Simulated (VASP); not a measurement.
A run of VASP 6.6.1:

The input POSCAR:

```
V
1.0
   -1.4921371451      1.4921371451      1.4921371451
    1.4921371451     -1.4921371451      1.4921371451
    1.4921371451      1.4921371451     -1.4921371451
V
1
Direct
    0.0000000000      0.0000000000      0.0000000000
```

File INCAR.step1:

```
  PREC = Accurate
  ENCUT = 520
  ISMEAR = 0
  SIGMA = 0.1
  LREAL = False
  LASPH = True
  NELM = 100
  NBANDS = 12
  GGA = PE
  ALGO = Normal
  EDIFF = 1E-4
  LWAVE = True
  LCHARG = False
```

The input INCAR.step2:

```
  PREC = Accurate
  ENCUT = 520
  EDIFF = 1E-6
  ISMEAR = 0
  SIGMA = 0.1
  LREAL = False
  LASPH = True
  NELM = 100
  ALGO = Normal
  ISIF = 2
  LWAVE = False
  LCHARG = False
  METAGGA = R2SCAN
  LMIXTAU = True
  NBANDS = 12
  ISTART = 1
```

File KPOINTS:

```
Automatic mesh
0
Gamma
  20 20 20
```

Potentials or basis: VASP PAW PBE potentials, release 64 (V_sv).

Command:

```console
$ cat potpaw_PBE.64/V_sv/POTCAR > POTCAR
$ cp INCAR.step1 INCAR
$ mpirun -np 1 vasp_std > vasp.out
$ cp INCAR.step2 INCAR
$ mpirun -np 1 vasp_std > vasp.out
```

Hardware: 1 thread of Intel Xeon 6975P-C, with other jobs on the host.

Problem. How long does it take, and how much memory?

Solution. It took 110 s on 1 thread of Intel Xeon 6975P-C, on a shared host, peak memory 0.16 GiB. Counts: k points 256.
